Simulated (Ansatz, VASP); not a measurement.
**P: VASP beside Ansatz**

Contents of INCAR:

```
  ALGO = Normal
  EDIFF = 1E-8
  ENCUT = 520
  GGA = PE
  ISIF = 2
  ISMEAR = -1
  LASPH = True
  LCHARG = False
  LEFG = True
  LREAL = False
  LWAVE = False
  NBANDS = 8
  NELM = 80
  PREC = Accurate
  SIGMA = 0.03
```

Contents of KPOINTS:

```
k-points
0
Gamma
  8 8 8
```

POSCAR

```
P
1.0
    4.2297412512      0.0000000000      0.0000000000
    0.0000000000      4.2297412512      0.0000000000
    0.0000000000      0.0000000000      4.3337747541
P
1
Direct
    0.0000000000      0.0000000000      0.0000000000
```

Input for Ansatz:

```yaml
crystal:
  lattice:
    - [4.2297412512, 0.0, 0.0]
    - [0.0, 4.2297412512, 0.0]
    - [0.0, 0.0, 4.3337747541]
  atoms:
    - { symbol: P, position: [0.0, 0.0, 0.0] }
kpoints:
  mp_grid: { grid: [8, 8, 8] }
scf:
  occupations: { method: fermi_dirac, width: 0.03 }
hamiltonian:
  xc: pbe
  pseudopotentials: { kind: paw }
output:
  forces: true
  stress: true
  eigenvalues: true
  efg: { contact_densities: true }
```

Change from the starting cell: volume scaled by 0.97, PAW files.

Alike in both runs: task electric field gradients; functional PBE; k mesh 8 × 8 × 8; occupations fermi-dirac, width 0.03 eV; no spin polarisation.

|  | VASP | Ansatz |
| --- | --- | --- |
| version | VASP 6.6.1 | Ansatz 0.2.0 |
| potentials or method | VASP PAW PBE potentials, release 64 (P) | PAW with Ansatz's default frozen-core files, scalar-relativistic |
| plane-wave cutoff (eV) | 520 | 420 |
| valence electrons in the cell | 5 | 5 |

```csv
,VASP,Ansatz,Ansatz less VASP
pressure (GPa),-3.9,-3.8,+0.01
"traceless stress, the component that is largest in VASP (GPa)",0.25,0.25,0.000
size of Vzz on the site where it differs most (V/Å²),0.6,0.6,-0.07
```
